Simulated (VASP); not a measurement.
# SrO (rock salt type) (Fm-3m) in VASP: a series of runs, part 2 of 2

VASP 6.6.1. The steps go on from the part before.

### 5 Single point, PBE

This run uses another cell than the first one, of 16.48 Å³/atom.

Input file INCAR:

```
PREC = Accurate ; ENCUT = 520
EDIFF = 1E-6 ; ISMEAR = -1
SIGMA = 0.06122561905347299 ; LREAL = F
LASPH = T ; NELM = 100
ALGO = Normal ; ISIF = 2
LWAVE = F ; LCHARG = T
GGA = PE ; LELF = T
LVHAR = T ; NBANDS = 15
```

Input file KPOINTS:

```
regular mesh
0
Gamma
  36 36 36
```

Input file POSCAR:

```
SrO
1.0
    0.0000000000      2.5445997530      2.5445997530
    2.5445997530      0.0000000000      2.5445997530
    2.5445997530      2.5445997530      0.0000000000
Sr O
1 1
Direct
    0.0000000000      0.0000000000      0.0000000000
    0.5000000000      0.5000000000      0.5000000000
```

Potentials or basis: VASP PAW PBE potentials, release 64 (Sr_sv, O).

The run is started by

```console
$ cat potpaw_PBE.64/Sr_sv/POTCAR potpaw_PBE.64/O/POTCAR > POTCAR
$ mpirun -np 1 vasp_std > vasp.out
```

OUTCAR:

```text
PREC = Accurate
   ENCUT = 520
   EDIFF = 1E-6
   ISMEAR = -1
   LREAL = F
   LASPH = T
   NELM = 100
   ISIF = 2
   GGA = PE

 ion  position               nearest neighbor table
   1  0.000  0.000  0.000-   2 2.54   2 2.54   2 2.54   2 2.54   2 2.54   2 2.54
   2  0.500  0.500  0.500-   1 2.54   1 2.54   1 2.54   1 2.54   1 2.54   1 2.54

  LATTYP: Found a face centered cubic cell.
 ALAT       =     5.0891995060

  Lattice vectors:

 A1 = (   0.0000000000,   2.5445997530,   2.5445997530)
 A2 = (   2.5445997530,   0.0000000000,   2.5445997530)
 A3 = (   2.5445997530,   2.5445997530,   0.0000000000)

Analysis of symmetry for initial positions (statically):
=====================================================================
 Subroutine PRICEL returns:
 Original cell was already a primitive cell.

 Routine SETGRP: Setting up the symmetry group for a
 face centered cubic supercell.

 Subroutine GETGRP returns: Found 48 space group operations
 (whereof 48 operations were pure point group operations)
 out of a pool of 48 trial point group operations.

The static configuration has the point symmetry O_h .

Analysis of symmetry for dynamics (positions and initial velocities):
=====================================================================
 Subroutine PRICEL returns:
 Original cell was already a primitive cell.

 Routine SETGRP: Setting up the symmetry group for a
 face centered cubic supercell.

 Subroutine GETGRP returns: Found 48 space group operations
 (whereof 48 operations were pure point group operations)
 out of a pool of 48 trial point group operations.

The dynamic configuration has the point symmetry O_h .

 Subroutine INISYM returns: Found 48 space group operations
 (whereof 48 operations are pure point group operations),
 and found     1 'primitive' translations

----------------------------------------------------------------------------------------

                                     Primitive cell

  volume of cell :      32.9525

  direct lattice vectors                    reciprocal lattice vectors
     0.000000000  2.544599753  2.544599753    -0.196494557  0.196494557  0.196494557
     2.544599753  0.000000000  2.544599753     0.196494557 -0.196494557  0.196494557
     2.544599753  2.544599753  0.000000000     0.196494557  0.196494557 -0.196494557

  length of vectors
     3.598607482  3.598607482  3.598607482     0.340338555  0.340338555  0.340338555

  position of ions in fractional coordinates (direct lattice)
     0.000000000  0.000000000  0.000000000
     0.500000000  0.500000000  0.500000000

  ion indices of the primitive-cell ions
   primitive index   ion index
                 1           1
                 2           2

----------------------------------------------------------------------------------------

 KPOINTS: regular mesh

Automatic generation of k-mesh.
 Grid dimensions read from file:
 generate k-points for:   36   36   36

 Generating k-lattice:

  Cartesian coordinates                     Fractional coordinates (reciprocal lattice)
    -0.005458182  0.005458182  0.005458182     0.027777778  0.000000000  0.000000000
     0.005458182 -0.005458182  0.005458182     0.000000000  0.027777778  0.000000000
     0.005458182  0.005458182 -0.005458182     0.000000000  0.000000000  0.027777778

  Length of vectors
     0.009453849  0.009453849  0.009453849

[... 36 lines left out ...]
   number of dos      NEDOS =    301   number of ions     NIONS =      2
   total plane-waves  NPLWV =  21952
   dimension x,y,z NGX =    28 NGY =   28 NGZ =   28
   dimension x,y,z NGXF=    56 NGYF=   56 NGZF=   56
   ions per type =               1   1
   NGX,Y,Z   is equivalent  to a cutoff of  12.94, 12.94, 12.94 a.u.
   NGXF,Y,Z  is equivalent  to a cutoff of  25.87, 25.87, 25.87 a.u.
 SYSTEM =  unknown system
   PREC   = accura    normal or accurate (medium, high low for compatibility)
   ISTART =      0    job   : 0-new  1-cont  2-samecut
   ICHARG =      2    charge: 1-file 2-atom 10-const
   ISPIN  =      1    spin polarized calculation?
   LNONCOLLINEAR =      F non collinear calculations
   LSORBIT =      F    spin-orbit coupling
   LASPH  =      T    aspherical Exc in radial PAW
   ENCUT  =  520.0 eV  38.22 Ry    6.18 a.u.   6.69  6.69  6.69*2*pi/ulx,y,z
   NELM   =    100;   NELMIN=  2; NELMDL= -5     # of ELM steps
   EDIFF  = 0.1E-05   stopping-criterion for ELM
   LREAL  =      F    real-space projection
   EDIFFG = 0.1E-04   stopping-criterion for IOM
   NSW    =      0    number of steps for IOM
   IBRION =     -1    ionic relax: 0-MD 1-quasi-New 2-CG
   NFREE  =      0    steps in history (QN), initial steepest desc. (CG)
   ISIF   =      2    stress and relaxation
   ISYM   =      2    0-nonsym 1-usesym 2-fastsym
   POTIM  = 0.5000    time-step for ionic-motion
   TEBEG  =    0.0;   TEEND  =   0.0 temperature during run
   PSTRESS=    0.0 pullay stress
   NELECT =      16.0000    total number of electrons
   NUPDOWN=      -1.0000    fix difference up-down
   EMIN   =  10.00;   EMAX   =-10.00  energy-range for DOS
   EFERMI =   0.00;   METHOD = LEGACY
   ISMEAR =    -1;   SIGMA  =   0.06  broadening in eV -4-tet -1-fermi 0-gaus
   EFERMI_NEDOS =   21; number of points for ismear=-14 and -15
   IALGO  =     38    algorithm
   IMIX   =      4    mixing-type and parameters
     AMIX     =   0.40;   BMIX     =  1.00
     AMIX_MAG =   1.60;   BMIX_MAG =  1.00
  volume/ion in A,a.u.               =      16.48       111.19
  Fermi-wavevector in a.u.,A,eV,Ry     =   1.286724  2.431555 22.526598  1.655658
  Thomas-Fermi vector in A             =   2.418781
   LORBIT       =      0    0 simple, 1 ext, 2 COOP (PROOUT), +10 PAW based schemes
   GGA     = PE    functional components
   LHFCALC =     F    Hartree Fock is set to
   AEXX    =    0.0000 exact exchange contribution
   IVDW    =     0    specifies the selected vdW correction
   LEPSILON=     F    determine dielectric tensor
   LRPA    =     F    only Hartree local field effects (RPA)
 non-spin polarized calculation
  energy-cutoff  :      520.00
  volume of cell :       32.95
 maximum number of plane-waves:       911
   NGX = 13   NGY = 13   NGZ = 13

 number of electron      15.9999995 magnetization

 Free energy of the ion-electron system (eV)
  ---------------------------------------------------
  ext. energy  EPLUGINS =         0.00000000
  ---------------------------------------------------
  free energy    TOTEN  =       -12.00848948 eV

  energy without entropy =      -12.00848948  energy(sigma->0) =      -12.00848948

 E-fermi :   3.0751     XC(G=0): -10.1738

 val. band max:        1.8125948486   @ k =   0.0000   0.0000   0.0000
 cond. band min:       5.0570456265   @ k =   0.5000   0.5000   0.0000
 fundamental gap:      3.2444507779
 Fermi energy:         3.0750565100

 k-point     1 :       0.0000    0.0000    0.0000
  band No.  band energies     occupation
      1     -30.4707      2.00000
      2     -13.3170      2.00000
      3     -12.0741      2.00000
      4     -12.0741      2.00000
      5     -12.0741      2.00000
      6       1.8126      2.00000
      7       1.8126      2.00000
      8       1.8126      2.00000
      9       6.0219      0.00000
     10       8.0902      0.00000
     11       8.0902      0.00000
     12       8.0902      0.00000
     13      10.3281      0.00000
     14      10.3281      0.00000
[... 401 lines left out ...]
      2     -13.7154      2.00000
      3     -12.0988      2.00000
      4     -12.0857      2.00000
      5     -11.7316      2.00000
      6       1.2793      2.00000
      7       1.5761      2.00000
      8       1.6266      2.00000
      9       6.7941      0.00000
     10       7.8749      0.00000
     11       8.4328      0.00000
     12       8.5100      0.00000
     13      10.7241      0.00000
     14      10.8850      0.00000
     15      15.8152      0.00000

 [... further k-points ...]

------------------------ aborting loop because EDIFF is reached ----------------------------------------

  FORCE on cell =-STRESS in cart. coord.  units (eV):
  Direction    XX          YY          ZZ          XY          YZ          ZX
  --------------------------------------------------------------------------------------
  -------------------------------------------------------------------------------------
  Total        1.3723340      1.3723340      1.3723340      0.0000000     -0.0000000      0.0000000
  in kB       66.7239854     66.7239854     66.7239854      0.0000000     -0.0000000      0.0000000
  external PRESSURE =      66.7239854 kB  Pullay stress =       0.0000000 kB

 VOLUME and BASIS-vectors are now :
 -----------------------------------------------------------------------------
  energy-cutoff  :      520.00
  volume of cell :       32.95
      direct lattice vectors                 reciprocal lattice vectors
     0.000000000  2.544599753  2.544599753    -0.196494557  0.196494557  0.196494557
     2.544599753  0.000000000  2.544599753     0.196494557 -0.196494557  0.196494557
     2.544599753  2.544599753  0.000000000     0.196494557  0.196494557 -0.196494557

 POSITION                                       TOTAL-FORCE (eV/Angst)
 -----------------------------------------------------------------------------------
      0.00000      0.00000      0.00000        -0.000000     -0.000000      0.000000
      2.54460      2.54460      2.54460         0.000000      0.000000     -0.000000
 -----------------------------------------------------------------------------------
    total drift:                                0.000000      0.000000      0.000000

  FREE ENERGIE OF THE ION-ELECTRON SYSTEM (eV)
  ---------------------------------------------------
  free  energy   TOTEN  =       -12.0084894845 eV

  energy  without entropy=      -12.0084894845  energy(sigma->0) =      -12.00848948
```

OSZICAR:

```text
N       E                     dE             d eps       ncg     rms          rms(c)
DAV:   1     0.673584806702E+02    0.67358E+02   -0.85134E+03 37232   0.105E+03
DAV:   2    -0.111437095860E+02   -0.78502E+02   -0.71857E+02 51272   0.221E+02
DAV:   3    -0.141621835124E+02   -0.30185E+01   -0.30029E+01 48176   0.389E+01
DAV:   4    -0.142187090946E+02   -0.56526E-01   -0.56519E-01 46587   0.521E+00
DAV:   5    -0.142202198835E+02   -0.15108E-02   -0.15108E-02 47001   0.668E-01    0.175E+01
DAV:   6    -0.121458596664E+02    0.20744E+01   -0.65417E+00 38236   0.198E+01    0.206E+01
DAV:   7    -0.120171147397E+02    0.12874E+00   -0.27276E-01 46496   0.473E+00    0.120E+01
DAV:   8    -0.120063250645E+02    0.10790E-01   -0.11353E-01 49940   0.334E+00    0.523E-01
DAV:   9    -0.120078678735E+02   -0.15428E-02   -0.54024E-03 46385   0.472E-01    0.230E-01
DAV:  10    -0.120083448104E+02   -0.47694E-03   -0.45292E-04 40511   0.196E-01    0.771E-02
DAV:  11    -0.120084725969E+02   -0.12779E-03   -0.12198E-04 40903   0.820E-02    0.263E-02
DAV:  12    -0.120084892784E+02   -0.16682E-04   -0.26041E-05 39762   0.378E-02    0.190E-02
DAV:  13    -0.120084894845E+02   -0.20619E-06   -0.11525E-06 32878   0.968E-03
   1 F= -.12008489E+02 E0= -.12008489E+02  d E =-.823563E-10
```

Run time: 9.8 min. Hardware: 1 thread of Intel Xeon 8259CL, shared host; peak memory 0.68 GiB.

What came out:

* Free energy: -12.0085 eV
* Pressure: 6.7 GPa
* Band gap on the k mesh: 3.24 eV (least direct gap 3.31 eV)

Caveat: the cell stands under pressure.

### 6 Overview

```csv
level,cell,k mesh,smearing,gap on the mesh (eV),pressure (GPa)
r2SCAN,"a = 3.686 Å, angles 60.0°, 2 atoms",11 × 11 × 11,fermi-dirac 0.1 eV,3.80,-2.2
r2SCAN,"a = 3.722 Å, angles 60.0°, 2 atoms",11 × 11 × 11,fermi-dirac 0.1 eV,3.80,-4.5
PBE,"a = 3.599 Å, angles 60.0°, 2 atoms",36 × 36 × 36,fermi-dirac 0.0612256 eV,3.24,6.7
```

Alike in all rows: task single point; potentials or basis VASP PAW PBE potentials, release 64 (Sr_sv, O); no spin polarisation; cutoff (eV) 520.

Caveats: the PAW data sets were made with another functional, which shifts forces and pressure a little (at least some runs); an odd mesh through Γ misses points on the zone boundary, where band edges can lie (at least some runs); the cell stands under tension (at least some runs); the cell stands under pressure (at least some runs).

Total energies depend on the potentials used, so only differences within one code and one set of settings carry meaning.
